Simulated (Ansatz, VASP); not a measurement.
**CoSi2: VASP beside Ansatz**

Contents of INCAR:

```
SYSTEM = CoSi2
  PREC = Accurate
  ENCUT = 520
  EDIFF = 1E-6
  ISMEAR = 0
  SIGMA = 0.1
  LREAL = Auto
  LASPH = .True.
  NELM = 60
  ALGO = Normal
  ISIF = 2
  LWAVE = .False.
  LCHARG = .True.
  LDIPOL = .True.
  IDIPOL = 3
  DIPOL = 0.5 0.5 0.492
  GGA = PE
  LELF = .True.
  LVHAR = .True.
  LVACPOTAV = .True.
  NBANDS = 56
```

File KPOINTS:

```
Automatic mesh
0
Gamma
  13 13 1
  0 0 0
```

Contents of POSCAR:

```
CoSi2
1.0
    3.7936278800      0.0000000000      0.0000000000
    0.0000000000      3.7936278800      0.0000000000
    0.0000000000      0.0000000000     29.0712498904
Si Co
10 5
Direct
    0.5000000000      0.0000000000      0.2923850895
    0.0000000000      0.5000000000      0.2923850895
    0.0000000000      0.5000000000      0.3846583784
    0.5000000000      0.0000000000      0.3846583784
    0.5000000000      0.0000000000      0.4769316778
    0.0000000000      0.5000000000      0.4769316778
    0.0000000000      0.5000000000      0.5686795111
    0.5000000000      0.0000000000      0.5686795111
    0.5000000000      0.0000000000      0.6608308385
    0.0000000000      0.5000000000      0.6608308385
    0.5000000000      0.5000000000      0.3385217339
    0.0000000000      0.0000000000      0.4307950333
    0.5000000000      0.5000000000      0.5236247156
    0.0000000000      0.0000000000      0.6144020961
    0.5000000000      0.5000000000      0.7032055393
```

Input for Ansatz:

```yaml
crystal:
  lattice:
    - [3.79362788, 0.0, 0.0]
    - [0.0, 3.79362788, 0.0]
    - [0.0, 0.0, 29.0712498904]
  atoms:
    - { symbol: Si, position: [0.5, 0.0, 0.2923850895] }
    - { symbol: Si, position: [0.0, 0.5, 0.2923850895] }
    - { symbol: Co, position: [0.5, 0.5, 0.3385217339] }
    - { symbol: Si, position: [0.0, 0.5, 0.3846583784] }
    - { symbol: Si, position: [0.5, 0.0, 0.3846583784] }
    - { symbol: Co, position: [0.0, 0.0, 0.4307950333] }
    - { symbol: Si, position: [0.5, 0.0, 0.4769316778] }
    - { symbol: Si, position: [0.0, 0.5, 0.4769316778] }
    - { symbol: Co, position: [0.5, 0.5, 0.5236247156] }
    - { symbol: Si, position: [0.0, 0.5, 0.5686795111] }
    - { symbol: Si, position: [0.5, 0.0, 0.5686795111] }
    - { symbol: Co, position: [0.0, 0.0, 0.6144020961] }
    - { symbol: Si, position: [0.5, 0.0, 0.6608308385] }
    - { symbol: Si, position: [0.0, 0.5, 0.6608308385] }
    - { symbol: Co, position: [0.5, 0.5, 0.7032055393] }
basis:
  ecutwfc: 420.0
  fft_grid_basis: typed
kpoints:
  mp_grid: { grid: [13, 13, 1] }
hamiltonian:
  xc: pbe
  pseudopotentials: { kind: paw }
scf:
  occupations: { method: gaussian, width: 0.1 }
output:
  forces: true
  eigenvalues: true
  band_densities:
    - { e_range: [-2.0, -1.0] }
    - { e_range: [-1.0, -0.5] }
    - { e_range: [-0.5, -0.25] }
    - { e_range: [-0.25, 0.0] }
    - { e_range: [0.0, 0.25] }
    - { e_range: [0.25, 0.5] }
    - { e_range: [0.5, 1.0] }
    - { e_range: [1.0, 1.5] }
  band_residual_tolerance: 1.0e-05
  write_potential: true
  elf: true
  write_density: true
  volumetric_format: npy
efield:
  axis: 3
  dipole_correction: true
  ramp_width: 0.04
checkpoint:
  read: start.run
  write: ck
  compress: false
  write_wavefunctions: false
  write_every: 100000
```

Alike in both runs: task single point; functional PBE; k mesh 13 × 13 × 1; occupations gaussian, width 0.1 eV; no spin polarisation.

|  | VASP | Ansatz |
| --- | --- | --- |
| version | VASP 6.6.1 | Ansatz 0.2.0 |
| potentials or method | VASP PAW PBE potentials, release 64 (Si, Co), cutoff 520 eV | scalar-relativistic, plane waves, PAW |
| valence electrons in the cell | 85 | 125 |

VASP gave:

| Quantity | Value |
| --- | --- |
| gap on the k mesh at the Fermi level (eV) | none |
| rms of the force components (eV/Å) | 0.035 |
| work function, face that differs most (eV) | 3.92 |

What did Ansatz give for the same quantities?

gap on the k mesh at the Fermi level (eV): none; rms of the force components (eV/Å): 0.035; work function, face that differs most (eV): 3.93.

A gap of «none» marks a metal or a gap that the smearing closes. The functional is the same, so the differences come from potentials, cutoffs and numerics. VASP's potentials hold 85 valence electrons a cell and Ansatz's 125, so a difference there can come from the potentials and not from the codes. Ansatz's warnings: published levels not confirmed, xc potential rough in thin density.
